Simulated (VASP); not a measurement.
Write the native input for VASP 6.6.1 that does the following.

| Item | Value |
| --- | --- |
| Task | single point |
| Functional | PBE |
| Potentials or basis | VASP PAW PBE potentials, release 64 (As, Mn_pv) |
| Cutoff | 520 eV |
| k mesh | 8 × 8 × 5 |
| Occupations | gaussian, width 0.011 eV |
| Spin | collinear spin, ferromagnetic start |
| Starting moments | [0.0, 0.0, 4.0, 4.0] μB |
| Dipole correction | no |
| Further INCAR settings | ALGO = Normal; EDIFF = 1e-06; NBANDS = 30 |

The structure of MnAs lies in POSCAR:

```
MnAs
1.0
    3.7100000000      0.0000000000      0.0000000000
   -1.8550000000      3.2129542480      0.0000000000
    0.0000000000      0.0000000000      5.6910000000
As Mn
2 2
Direct
    0.6666666667      0.3333333333      0.7500000000
    0.3333333333      0.6666666667      0.2500000000
    0.0000000000      0.0000000000      0.5000000000
    0.0000000000      0.0000000000      0.0000000000
```

The input as run:

INCAR

```
SYSTEM = MnAs
  PREC = Accurate
  ENCUT = 520
  EDIFF = 1E-6
  ISMEAR = 0
  SIGMA = 0.011
  LREAL = .False.
  LASPH = .True.
  NELM = 150
  ALGO = Normal
  ISIF = 2
  LWAVE = .False.
  LCHARG = .False.
  ISPIN = 2
  MAGMOM = 0 0 4 4
  LORBIT = 11
  LMAXMIX = 4
  GGA = PE
  NBANDS = 30
```

KPOINTS

```
regular mesh
0
Gamma
  8 8 5
  0 0 0
```

Potentials or basis: VASP PAW PBE potentials, release 64 (As, Mn_pv).

Run with:

```sh
$ cat potpaw_PBE.64/As/POTCAR potpaw_PBE.64/Mn_pv/POTCAR > POTCAR
$ mpirun -np 1 vasp_std > vasp.out
```

It gave:

```yaml
Pressure: -3.2 GPa
Net_moment: 6.29 μB per cell
Site_moments: As -0.12; Mn +3.21 μB
Valence_electrons_inside_the_program's_atomic_spheres: As 2.79; Mn 11.57
```

Caveat: the cell stands under tension; the run started ferromagnetic, and an antiferromagnetic order may lie lower in energy.

It took 69 s on 1 thread of Intel(R) Xeon(R) 6975P-C (Granite Rapids), on a shared host, peak memory 0.25 GiB.
